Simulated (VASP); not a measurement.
# CaO (Pm-3m) in VASP: further runs, part 2 of 2

VASP 6.6.1. The steps go on from the part before.

## (3) Single point, r2SCAN

This run uses another cell than the first one, of 12.23 Å³/atom, 0.993 times its volume.

File POSCAR:

```
CaO
1.0
    2.9029088165      0.0000000000      0.0000000000
    0.0000000000      2.9029088165      0.0000000000
    0.0000000000      0.0000000000      2.9029088165
Ca O
1 1
Direct
    0.0000000000      0.0000000000      0.0000000000
    0.5000000000      0.5000000000      0.5000000000
```

File INCAR.step1:

```
SYSTEM = CaO
PREC = Accurate
ENCUT = 520
ISMEAR = 0
SIGMA = 0.05
LREAL = .FALSE.
LASPH = .TRUE.
NELM = 100
NBANDS = 15
GGA = PE
ALGO = Normal
EDIFF = 1E-4
LWAVE = .TRUE.
LCHARG = .FALSE.
```

File INCAR.step2:

```
SYSTEM = CaO
PREC = Accurate
ENCUT = 520
EDIFF = 1E-6
ISMEAR = 0
SIGMA = 0.05
LREAL = .FALSE.
LASPH = .TRUE.
NELM = 100
ALGO = Normal
ISIF = 2
LWAVE = .FALSE.
LCHARG = .FALSE.
METAGGA = R2SCAN
LMIXTAU = .TRUE.
NBANDS = 15
ISTART = 1
```

File KPOINTS:

```
Automatic mesh
0
G
  8 8 8
  0 0 0
```

Potentials or basis: VASP PAW PBE potentials, release 64 (Ca_sv, O).

Run with:

```console
$ cat potpaw_PBE.64/Ca_sv/POTCAR potpaw_PBE.64/O/POTCAR > POTCAR
$ cp INCAR.step1 INCAR
$ mpirun -np 1 vasp_std > vasp.out
$ cp INCAR.step2 INCAR
$ mpirun -np 1 vasp_std > vasp.out
```

Wall time 23 s (1 thread of Intel Xeon Platinum 8559C (Emerald Rapids), shared host); peak memory 0.14 GiB.

The run converged. Its results:

```yaml
Free_energy: -18.5059 eV
Pressure: 1.0 GPa
Band_gap_on_the_k_mesh: 3.28 eV, indirect (least direct gap 3.58 eV)
```

Levels at points of the mesh, in eV from the valence-band top:
| k point | band 6 | band 7 | band 8 | band 9 | band 10 | band 11 |
| --- | --- | --- | --- | --- | --- | --- |
| (0.00, 0.00, 0.00) | -0.30 | -0.30 | -0.30 | 3.28 | 3.28 | 6.11 |
| (0.50, 0.00, 0.00) | -3.79 | -0.80 | -0.80 | 4.28 | 7.82 | 8.80 |
| (0.50, 0.50, 0.00) | -2.15 | -2.15 | 0.00 | 4.48 | 5.35 | 7.19 |
| (0.50, 0.50, 0.50) | -3.46 | -3.46 | -3.46 | 8.62 | 8.62 | 8.62 |

Caveat: the PAW data sets were made with another functional, which shifts forces and pressure a little. A k mesh can miss the band edges.

## (4) Single point, r2SCAN (volume scaled by 1.020)

File POSCAR:

```
CaO
1.0
    2.9221339385      0.0000000000      0.0000000000
    0.0000000000      2.9221339385      0.0000000000
    0.0000000000      0.0000000000      2.9221339385
Ca O
1 1
Direct
    0.0000000000      0.0000000000      0.0000000000
    0.5000000000      0.5000000000      0.5000000000
```

INCAR.step1 is that of step 3.

INCAR.step2 is that of step 3.

KPOINTS is that of step 3.

Potentials or basis: VASP PAW PBE potentials, release 64 (Ca_sv, O).

Run with:

```console
$ cat potpaw_PBE.64/Ca_sv/POTCAR potpaw_PBE.64/O/POTCAR > POTCAR
$ cp INCAR.step1 INCAR
$ mpirun -np 1 vasp_std > vasp.out
$ cp INCAR.step2 INCAR
$ mpirun -np 1 vasp_std > vasp.out
```

OUTCAR:

```text
SYSTEM = CaO
   PREC = Accurate
   ENCUT = 520
   EDIFF = 1E-6
   ISMEAR = 0
   LREAL = .FALSE.
   LASPH = .TRUE.
   NELM = 100
   ISIF = 2
   METAGGA = R2SCAN
   ISTART = 1

 ion  position               nearest neighbor table
   1  0.000  0.000  0.000-   2 2.53   2 2.53   2 2.53   2 2.53   2 2.53   2 2.53   2 2.53   2 2.53

   2  0.500  0.500  0.500-   1 2.53   1 2.53   1 2.53   1 2.53   1 2.53   1 2.53   1 2.53   1 2.53

  LATTYP: Found a simple cubic cell.
 ALAT       =     2.9221339385

  Lattice vectors:

 A1 = (   2.9221339385,   0.0000000000,   0.0000000000)
 A2 = (   0.0000000000,   2.9221339385,   0.0000000000)
 A3 = (   0.0000000000,   0.0000000000,   2.9221339385)

Analysis of symmetry for initial positions (statically):
=====================================================================
 Subroutine PRICEL returns:
 Original cell was already a primitive cell.

 Routine SETGRP: Setting up the symmetry group for a
 simple cubic supercell.

 Subroutine GETGRP returns: Found 48 space group operations
 (whereof 48 operations were pure point group operations)
 out of a pool of 48 trial point group operations.

The static configuration has the point symmetry O_h .

Analysis of symmetry for dynamics (positions and initial velocities):
=====================================================================
 Subroutine PRICEL returns:
 Original cell was already a primitive cell.

 Routine SETGRP: Setting up the symmetry group for a
 simple cubic supercell.

 Subroutine GETGRP returns: Found 48 space group operations
 (whereof 48 operations were pure point group operations)
 out of a pool of 48 trial point group operations.

The dynamic configuration has the point symmetry O_h .

 Subroutine INISYM returns: Found 48 space group operations
 (whereof 48 operations are pure point group operations),
 and found     1 'primitive' translations

----------------------------------------------------------------------------------------

                                     Primitive cell
[... 116 lines left out ...]
   METAGGA = R2SCAN    functional components
   LHFCALC =     F    Hartree Fock is set to
   AEXX    =    0.0000 exact exchange contribution
   IVDW    =     0    specifies the selected vdW correction
   LEPSILON=     F    determine dielectric tensor
   LRPA    =     F    only Hartree local field effects (RPA)
 non-spin polarized calculation
 Gauss-broadening in eV      SIGMA  =   0.05
  energy-cutoff  :      520.00
  volume of cell :       24.95
 maximum number of plane-waves:       691
 NGX is ok and might be reduce to    24
   NGX = 11   NGY = 11   NGZ = 11

 number of electron      15.9999994 magnetization

 Free energy of the ion-electron system (eV)
  ---------------------------------------------------
  ext. energy  EPLUGINS =         0.00000000
  ---------------------------------------------------
  free energy    TOTEN  =       -18.50619895 eV

  energy without entropy =      -18.50619895  energy(sigma->0) =      -18.50619895

 E-fermi :   4.0950     XC(G=0): -11.7893

 val. band max:        3.7726040503   @ k =   0.5000   0.5000   0.0000
 cond. band min:       7.0544449742   @ k =   0.0000   0.0000   0.0000
 fundamental gap:      3.2818409239
 Fermi energy:         4.0949601335

 k-point     1 :       0.0000    0.0000    0.0000
  band No.  band energies     occupation
      1     -37.0966      2.00000
      2     -16.6989      2.00000
      3     -16.6989      2.00000
      4     -16.6989      2.00000
      5     -13.5804      2.00000
      6       3.4659      2.00000
      7       3.4659      2.00000
      8       3.4659      2.00000
      9       7.0544      0.00000
     10       7.0544      0.00000
     11       9.6472      0.00000
     12      12.7165      0.00000
     13      12.7165      0.00000
     14      12.7165      0.00000
[... 401 lines left out ...]
      2     -17.6483      2.00000
      3     -17.4279      2.00000
      4     -16.6414      2.00000
      5     -12.7829      2.00000
      6       1.2745      2.00000
      7       1.6039      2.00000
      8       3.0910      2.00000
      9       8.9287      0.00000
     10       9.8090      0.00000
     11      11.2010      0.00000
     12      11.3624      0.00000
     13      13.3275      0.00000
     14      18.1355      0.00000
     15      18.3580      0.00000

 [... further k-points ...]
[... 5 lines left out ...]
  --------------------------------------------------------------------------------------
  -------------------------------------------------------------------------------------
  Total       -0.2059525     -0.2059525     -0.2059525      0.0000000      0.0000000      0.0000000
  in kB      -13.2244376    -13.2244376    -13.2244376      0.0000000      0.0000000      0.0000000
  external PRESSURE =     -13.2244376 kB  Pullay stress =       0.0000000 kB

 VOLUME and BASIS-vectors are now :
 -----------------------------------------------------------------------------
  energy-cutoff  :      520.00
  volume of cell :       24.95
      direct lattice vectors                 reciprocal lattice vectors
     2.922133939  0.000000000  0.000000000     0.342215662  0.000000000  0.000000000
     0.000000000  2.922133939  0.000000000     0.000000000  0.342215662  0.000000000
     0.000000000  0.000000000  2.922133939     0.000000000  0.000000000  0.342215662

 POSITION                                       TOTAL-FORCE (eV/Angst)
 -----------------------------------------------------------------------------------
      0.00000      0.00000      0.00000         0.000000      0.000000      0.000000
      1.46107      1.46107      1.46107         0.000000      0.000000      0.000000
 -----------------------------------------------------------------------------------
    total drift:                                0.000000      0.000000     -0.000000

  FREE ENERGIE OF THE ION-ELECTRON SYSTEM (eV)
  ---------------------------------------------------
  free  energy   TOTEN  =       -18.5061989454 eV

  energy  without entropy=      -18.5061989454  energy(sigma->0) =      -18.50619895
```

OSZICAR.step1:

```text
N       E                     dE             d eps       ncg     rms          rms(c)
DAV:   1     0.122509251981E+03    0.12251E+03   -0.84949E+03  1050   0.111E+03
DAV:   2    -0.873963519606E+01   -0.13125E+03   -0.12363E+03  1337   0.295E+02
DAV:   3    -0.132955861826E+02   -0.45560E+01   -0.45334E+01  1162   0.567E+01
DAV:   4    -0.133938335814E+02   -0.98247E-01   -0.98162E-01  1515   0.778E+00
DAV:   5    -0.133951417548E+02   -0.13082E-02   -0.13082E-02  1183   0.770E-01    0.816E+00
DAV:   6    -0.119058975193E+02    0.14892E+01   -0.35770E+00  1176   0.204E+01    0.329E+00
DAV:   7    -0.118433888095E+02    0.62509E-01   -0.33478E-01  1169   0.591E+00    0.169E+00
DAV:   8    -0.118244031252E+02    0.18986E-01   -0.87018E-02  1351   0.295E+00    0.423E-01
DAV:   9    -0.118229429085E+02    0.14602E-02   -0.66397E-03  1183   0.747E-01    0.102E-01
DAV:  10    -0.118233638997E+02   -0.42099E-03   -0.77998E-04  1281   0.328E-01    0.487E-02
DAV:  11    -0.118233304195E+02    0.33480E-04   -0.70272E-05   952   0.131E-01
   1 F= -.11823330E+02 E0= -.11823330E+02  d E =-.203286E-25
```

Run time: 25 s. Hardware: 1 thread of Intel Xeon Platinum 8559C (Emerald Rapids), shared host; peak memory 0.15 GiB.

Results:

```yaml
Free_energy: -18.5062 eV
Pressure: -1.3 GPa
Band_gap_on_the_k_mesh: 3.28 eV, indirect (least direct gap 3.59 eV)
```

Levels at points of the mesh, in eV from the valence-band top:
```tsv
k point	band 4	band 5	band 6	band 7	band 8	band 9	band 10	band 11	band 12	band 13
(0.00, 0.00, 0.00)	-20.47	-17.35	-0.31	-0.31	-0.31	3.28	3.28	5.87	8.94	8.94
(0.50, 0.00, 0.00)	-20.35	-16.18	-3.73	-0.77	-0.77	4.26	7.69	8.67	8.67	9.24
(0.50, 0.50, 0.00)	-20.26	-16.69	-2.13	-2.13	0.00	4.43	5.28	7.11	7.11	10.32
(0.50, 0.50, 0.50)	-21.16	-16.19	-3.37	-3.37	-3.37	8.48	8.48	8.48	10.45	10.45
```

Caveat: the cell differs from its parent crystal (volume scaled by 1.020); the PAW data sets were made with another functional, which shifts forces and pressure a little. A k mesh can miss the band edges.

## (5) The runs side by side

| cell | gap on the mesh (eV) | pressure (GPa) |
| --- | --- | --- |
| a = 2.910 Å, 2 atoms | 3.28 | 0.1 |
| a = 2.903 Å, 2 atoms | 3.28 | 1.0 |
| a = 2.922 Å, 2 atoms | 3.28 | -1.3 |

Alike in all rows: task single point; level r2SCAN; potentials or basis VASP PAW PBE potentials, release 64 (Ca_sv, O); no spin polarisation; k mesh 8 × 8 × 8; cutoff (eV) 520; smearing gaussian 0.05 eV.

Caveats: the PAW data sets were made with another functional, which shifts forces and pressure a little.

Total energies depend on the potentials used, so only differences within one code and one set of settings carry meaning.
